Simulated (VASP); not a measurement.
# Li2Se (Fm-3m) in VASP: a series of runs

Runs on Li2Se. Level: PBE. Tasks: single point, relaxation of cell and atoms.

Everything below comes from runs of VASP 6.6.1. Logs are shortened: lines on timing, memory, paths and dates and some standing lists are left out, and cuts for length are marked.

## Step 1: The cell of the first run

Symmetry: Fm-3m, No. 225, cubic system. The conventional cell has a = 5.775 Å, b = 5.775 Å, c = 5.775 Å, α = 90.00°, β = 90.00°, γ = 90.00°. Within 3.3 Å of Li (site symmetry -43m) lie 4 Se at 2.50 Å and 6 Li at 2.89 Å. Within 3.3 Å of Se (site symmetry m-3m) lie 8 Li at 2.50 Å.

## Step 2: Single point, PBE

File INCAR:

```
ALGO = Normal
EDIFF = 1E-6
ENCUT = 750
GGA = PE
GGA_COMPAT = False
ISIF = 2
ISMEAR = 0
LASPH = True
LCHARG = True
LELF = True
LREAL = False
LVHAR = True
LWAVE = False
NBANDS = 13
NELM = 120
PREC = Accurate
SIGMA = 0.01
```

File KPOINTS:

```
k-points
0
Gamma
  6 6 6
```

File POSCAR:

```
Li2Se
1.0
    0.0000000000      2.8874524392      2.8874524392
    2.8874524392      0.0000000000      2.8874524392
    2.8874524392      2.8874524392      0.0000000000
Li Se
2 1
Direct
    0.2500000000      0.2500000000      0.2500000000
    0.7500000000      0.7500000000      0.7500000000
    0.0000000000      0.0000000000      0.0000000000
```

Potentials or basis: VASP PAW PBE potentials, release 64 (Li_sv, Se).

On the command line:

```console
> cat potpaw_PBE.64/Li_sv/POTCAR potpaw_PBE.64/Se/POTCAR > POTCAR
> mpirun -np 1 vasp_std > vasp.out
```

OUTCAR:

```text
EDIFF = 1E-6
   ENCUT = 750
   GGA = PE
   ISIF = 2
   ISMEAR = 0
   LASPH = True
   LREAL = False
   NELM = 120
   PREC = Accurate

 ion  position               nearest neighbor table
   1  0.250  0.250  0.250-   3 2.50   3 2.50   3 2.50   3 2.50
   2  0.750  0.750  0.750-   3 2.50   3 2.50   3 2.50   3 2.50
   3  0.000  0.000  0.000-   2 2.50   2 2.50   2 2.50   1 2.50   2 2.50   1 2.50   1 2.50   1 2.50

  LATTYP: Found a face centered cubic cell.
 ALAT       =     5.7749048784

  Lattice vectors:

 A1 = (   0.0000000000,   2.8874524392,   2.8874524392)
 A2 = (   2.8874524392,   0.0000000000,   2.8874524392)
 A3 = (   2.8874524392,   2.8874524392,   0.0000000000)

Analysis of symmetry for initial positions (statically):
=====================================================================
 Subroutine PRICEL returns:
 Original cell was already a primitive cell.

 Routine SETGRP: Setting up the symmetry group for a
 face centered cubic supercell.

 Subroutine GETGRP returns: Found 48 space group operations
[... 9 lines left out ...]

 Routine SETGRP: Setting up the symmetry group for a
 face centered cubic supercell.

 Subroutine GETGRP returns: Found 48 space group operations
[... 11 lines left out ...]
                                     Primitive cell

  volume of cell :      48.1476

  direct lattice vectors                    reciprocal lattice vectors
     0.000000000  2.887452439  2.887452439    -0.173163025  0.173163025  0.173163025
     2.887452439  0.000000000  2.887452439     0.173163025 -0.173163025  0.173163025
     2.887452439  2.887452439  0.000000000     0.173163025  0.173163025 -0.173163025

  length of vectors
     4.083474400  4.083474400  4.083474400     0.299927158  0.299927158  0.299927158

  position of ions in fractional coordinates (direct lattice)
     0.250000000  0.250000000  0.250000000
     0.750000000  0.750000000  0.750000000
     0.000000000  0.000000000  0.000000000

  ion indices of the primitive-cell ions
   primitive index   ion index
                 1           1
                 2           2
                 3           3

----------------------------------------------------------------------------------------

 KPOINTS: k-points

Automatic generation of k-mesh.
 Grid dimensions read from file:
 generate k-points for:    6    6    6

 Generating k-lattice:

  Cartesian coordinates                     Fractional coordinates (reciprocal lattice)
    -0.028860504  0.028860504  0.028860504     0.166666667  0.000000000  0.000000000
     0.028860504 -0.028860504  0.028860504     0.000000000  0.166666667  0.000000000
     0.028860504  0.028860504 -0.028860504     0.000000000  0.000000000  0.166666667

  Length of vectors
     0.049987860  0.049987860  0.049987860

  Shift w.r.t. Gamma in fractional coordinates (k-lattice)
     0.000000000  0.000000000  0.000000000

 Subroutine IBZKPT returns following result:
 ===========================================

 Found     16 irreducible k-points:

 Following reciprocal coordinates:
            Coordinates               Weight
  0.000000  0.000000  0.000000      1.000000
  0.166667  0.000000  0.000000      8.000000
  0.333333  0.000000  0.000000      8.000000
  0.500000  0.000000  0.000000      4.000000
  0.166667  0.166667  0.000000      6.000000
  0.333333  0.166667  0.000000     24.000000
[... 8 lines left out ...]
 -0.333333  0.333333  0.166667     24.000000
 -0.333333  0.500000  0.166667     12.000000
   k-points           NKPTS =     16   k-points in BZ     NKDIM =     16   number of bands    NBANDS=     13
   number of dos      NEDOS =    301   number of ions     NIONS =      3
   total plane-waves  NPLWV =  46656
   dimension x,y,z NGX =    36 NGY =   36 NGZ =   36
   dimension x,y,z NGXF=    72 NGYF=   72 NGZF=   72
   ions per type =               2   1
   NGX,Y,Z   is equivalent  to a cutoff of  14.66, 14.66, 14.66 a.u.
   NGXF,Y,Z  is equivalent  to a cutoff of  29.31, 29.31, 29.31 a.u.
 SYSTEM =  unknown system
   PREC   = accura    normal or accurate (medium, high low for compatibility)
   ISTART =      0    job   : 0-new  1-cont  2-samecut
   ICHARG =      2    charge: 1-file 2-atom 10-const
   ISPIN  =      1    spin polarized calculation?
   LNONCOLLINEAR =      F non collinear calculations
   LSORBIT =      F    spin-orbit coupling
   LASPH  =      T    aspherical Exc in radial PAW
   ENCUT  =  750.0 eV  55.12 Ry    7.42 a.u.   9.12  9.12  9.12*2*pi/ulx,y,z
   NELM   =    120;   NELMIN=  2; NELMDL= -5     # of ELM steps
   EDIFF  = 0.1E-05   stopping-criterion for ELM
   LREAL  =      F    real-space projection
[... 7 lines left out ...]
   TEBEG  =    0.0;   TEEND  =   0.0 temperature during run
   PSTRESS=    0.0 pullay stress
   NELECT =      12.0000    total number of electrons
   NUPDOWN=      -1.0000    fix difference up-down
   EMIN   =  10.00;   EMAX   =-10.00  energy-range for DOS
   EFERMI =   0.00;   METHOD = LEGACY
   ISMEAR =     0;   SIGMA  =   0.01  broadening in eV -4-tet -1-fermi 0-gaus
   EFERMI_NEDOS =   21; number of points for ismear=-14 and -15
   IALGO  =     38    algorithm
   IMIX   =      4    mixing-type and parameters
     AMIX     =   0.40;   BMIX     =  1.00
     AMIX_MAG =   1.60;   BMIX_MAG =  1.00
  volume/ion in A,a.u.               =      16.05       108.31
  Fermi-wavevector in a.u.,A,eV,Ry     =   1.030253  1.946895 14.441503  1.061421
  Thomas-Fermi vector in A             =   2.164341
   LORBIT       =      0    0 simple, 1 ext, 2 COOP (PROOUT), +10 PAW based schemes
   GGA     = PE    functional components
   LHFCALC =     F    Hartree Fock is set to
   AEXX    =    0.0000 exact exchange contribution
   IVDW    =     0    specifies the selected vdW correction
   LEPSILON=     F    determine dielectric tensor
   LRPA    =     F    only Hartree local field effects (RPA)
 non-spin polarized calculation
 Gauss-broadening in eV      SIGMA  =   0.01
  energy-cutoff  :      750.00
  volume of cell :       48.15
 maximum number of plane-waves:      2272
   NGX = 19   NGY = 19   NGZ = 19

 number of electron      12.0000005 magnetization

 Free energy of the ion-electron system (eV)
  ---------------------------------------------------
  ext. energy  EPLUGINS =         0.00000000
  ---------------------------------------------------
  free energy    TOTEN  =       -11.04449496 eV

  energy without entropy =      -11.04449496  energy(sigma->0) =      -11.04449496

 E-fermi :   1.9042     XC(G=0):  -8.7027

 val. band max:        1.7084482404   @ k =   0.0000   0.0000   0.0000
 cond. band min:       4.5684027519   @ k =   0.5000   0.5000   0.0000
 fundamental gap:      2.8599545115
 Fermi energy:         1.9042005416

 k-point     1 :       0.0000    0.0000    0.0000
  band No.  band energies     occupation
      1     -42.8381      2.00000
      2     -42.7998      2.00000
      3     -10.0180      2.00000
      4       1.7084      2.00000
      5       1.7084      2.00000
      6       1.7084      2.00000
      7       5.6136      0.00000
      8       7.3710      0.00000
      9       7.3710      0.00000
     10       7.3710      0.00000
     11      12.6455      0.00000
     12      12.6455      0.00000
     13      13.0867      0.00000

 k-point     2 :       0.1667    0.0000    0.0000
  band No.  band energies     occupation
      1     -42.8354      2.00000
      2     -42.8022      2.00000
      3      -9.9142      2.00000
      4       0.5454      2.00000
      5       1.5233      2.00000
      6       1.5233      2.00000
      7       6.3190      0.00000
      8       7.7787      0.00000
      9       7.7787      0.00000
     10       8.2093      0.00000
     11      11.1024      0.00000
     12      11.1024      0.00000
     13      13.3699      0.00000

 k-point     3 :       0.3333    0.0000    0.0000
  band No.  band energies     occupation
      1     -42.8279      2.00000
      2     -42.8088      2.00000
      3      -9.6851      2.00000
      4      -0.9948      2.00000
      5       1.2161      2.00000
      6       1.2161      2.00000
      7       7.0074      0.00000
      8       7.9090      0.00000
      9       7.9090      0.00000
     10       9.6429      0.00000
     11      11.6777      0.00000
     12      11.6777      0.00000
     13      14.3214      0.00000

 k-point     4 :       0.5000    0.0000    0.0000
  band No.  band energies     occupation
      1     -42.8182      2.00000
      2     -42.8181      2.00000
      3      -9.5572      2.00000
      4      -1.6140      2.00000
      5       1.0851      2.00000
      6       1.0851      2.00000
      7       7.3082      0.00000
      8       7.7106      0.00000
      9       7.7106      0.00000
     10      10.1499      0.00000
     11      13.9126      0.00000
     12      13.9126      0.00000
     13      14.8268      0.00000

 k-point     5 :       0.1667    0.1667    0.0000
  band No.  band energies     occupation
      1     -42.8347      2.00000
      2     -42.8027      2.00000
      3      -9.8803      2.00000
      4       0.7621      2.00000
      5       1.1554      2.00000
      6       1.1554      2.00000
      7       6.4555      0.00000
      8       7.5657      0.00000
      9       8.3847      0.00000
     10       8.3847      0.00000
     11      10.0219      0.00000
     12      13.1116      0.00000
     13      14.0150      0.00000
[... 129 lines left out ...]
 k-point    14 :       0.5000    0.3333    0.1667
  band No.  band energies     occupation
      1     -42.8245      2.00000
      2     -42.8117      2.00000
      3      -9.5332      2.00000
      4      -0.8457      2.00000
      5       0.0430      2.00000
      6       0.5987      2.00000
      7       6.6791      0.00000
      8       8.4154      0.00000
      9       8.8927      0.00000
     10      10.8372      0.00000
     11      11.4951      0.00000
     12      13.6915      0.00000
     13      15.8911      0.00000

 k-point    15 :      -0.3333    0.3333    0.1667
  band No.  band energies     occupation
      1     -42.8180      2.00000
      2     -42.8179      2.00000
      3      -9.4472      2.00000
      4      -1.0502      2.00000
      5      -0.1473      2.00000
      6       0.2855      2.00000
      7       7.0919      0.00000
      8       8.0740      0.00000
      9      10.4178      0.00000
     10      10.8663      0.00000
     11      11.1459      0.00000
     12      13.3398      0.00000
     13      14.9973      0.00000

 k-point    16 :      -0.3333    0.5000    0.1667
  band No.  band energies     occupation
      1     -42.8211      2.00000
      2     -42.8147      2.00000
      3      -9.4117      2.00000
      4      -0.6667      2.00000
      5      -0.2926      2.00000
      6      -0.2385      2.00000
      7       6.0115      0.00000
      8       9.1147      0.00000
      9       9.7184      0.00000
     10      11.5149      0.00000
     11      13.2362      0.00000
     12      14.2309      0.00000
     13      14.2362      0.00000

------------------------ aborting loop because EDIFF is reached ----------------------------------------

  FORCE on cell =-STRESS in cart. coord.  units (eV):
  Direction    XX          YY          ZZ          XY          YZ          ZX
  --------------------------------------------------------------------------------------
  -------------------------------------------------------------------------------------
  Total        1.4826147      1.4826147      1.4826147     -0.0000000     -0.0000000      0.0000000
  in kB       49.3360498     49.3360498     49.3360498     -0.0000000     -0.0000000      0.0000000
  external PRESSURE =      49.3360498 kB  Pullay stress =       0.0000000 kB

 VOLUME and BASIS-vectors are now :
 -----------------------------------------------------------------------------
  energy-cutoff  :      750.00
  volume of cell :       48.15
      direct lattice vectors                 reciprocal lattice vectors
     0.000000000  2.887452439  2.887452439    -0.173163025  0.173163025  0.173163025
     2.887452439  0.000000000  2.887452439     0.173163025 -0.173163025  0.173163025
     2.887452439  2.887452439  0.000000000     0.173163025  0.173163025 -0.173163025

 POSITION                                       TOTAL-FORCE (eV/Angst)
 -----------------------------------------------------------------------------------
      1.44373      1.44373      1.44373         0.000000      0.000000      0.000000
      4.33118      4.33118      4.33118        -0.000000     -0.000000     -0.000000
      0.00000      0.00000      0.00000        -0.000000      0.000000     -0.000000
 -----------------------------------------------------------------------------------
    total drift:                                0.000000      0.000000      0.000000

  FREE ENERGIE OF THE ION-ELECTRON SYSTEM (eV)
  ---------------------------------------------------
  free  energy   TOTEN  =       -11.0444949636 eV

  energy  without entropy=      -11.0444949636  energy(sigma->0) =      -11.04449496
```

Wall time 12 s (1 thread of Intel Xeon Platinum 8559C (Emerald Rapids), shared host); peak memory 0.2 GiB.

Results:

| Property | Result |
| --- | --- |
| Free energy | -11.0445 eV |
| Pressure | 4.9 GPa |
| Band gap on the k mesh | 2.86 eV, indirect (least direct gap 3.91 eV) |

A k mesh can miss the band edges. Expect the measured gap to be larger: semilocal functionals such as PBE lack the derivative discontinuity.

## Step 3: Single point, PBE

This run uses another cell than the first one, of 18.05 Å³/atom, 1.124 times its volume.

File INCAR:

```
ALGO = Normal ; EDIFF = 1E-6
ENCUT = 750 ; GGA = PE
GGA_COMPAT = False ; ISIF = 2
ISMEAR = 0 ; LASPH = True
LCHARG = False ; LREAL = False
LWAVE = False ; NBANDS = 13
NELM = 120 ; PREC = Accurate
SIGMA = 0.01
```

KPOINTS is that of step 2.

File POSCAR:

```
Li2Se
1.0
    0.0000000000      3.0025000000      3.0025000000
    3.0025000000      0.0000000000      3.0025000000
    3.0025000000      3.0025000000      0.0000000000
Li Se
2 1
Direct
    0.2500000000      0.2500000000      0.2500000000
    0.7500000000      0.7500000000      0.7500000000
    0.0000000000      0.0000000000      0.0000000000
```

Potentials or basis: VASP PAW PBE potentials, release 64 (Li_sv, Se).

On the command line:

```console
> cat potpaw_PBE.64/Li_sv/POTCAR potpaw_PBE.64/Se/POTCAR > POTCAR
> mpirun -np 1 vasp_std > vasp.out
```

Wall time 14 s (1 thread of Intel Xeon Platinum 8559C (Emerald Rapids), shared host); peak memory 0.23 GiB.

The run converged. Its results:

```
Free energy            : -11.1306 eV
Pressure               : 0.0 GPa
Band gap on the k mesh : 2.97 eV, indirect (least direct gap 3.38 eV)
```

Levels at points of the mesh, in eV from the valence-band top:
```csv
k point,band 4,band 5,band 6,band 7,band 8,band 9
"(0.00, 0.00, 0.00)",0.00,0.00,0.00,3.38,5.62,5.62
"(0.50, 0.00, 0.00)",-2.90,-0.53,-0.53,5.10,5.96,5.96
"(0.50, 0.50, 0.00)",-2.28,-1.44,-1.44,2.97,6.17,10.31
```

A k mesh can miss the band edges.

(Continued in part 2 of 2.)
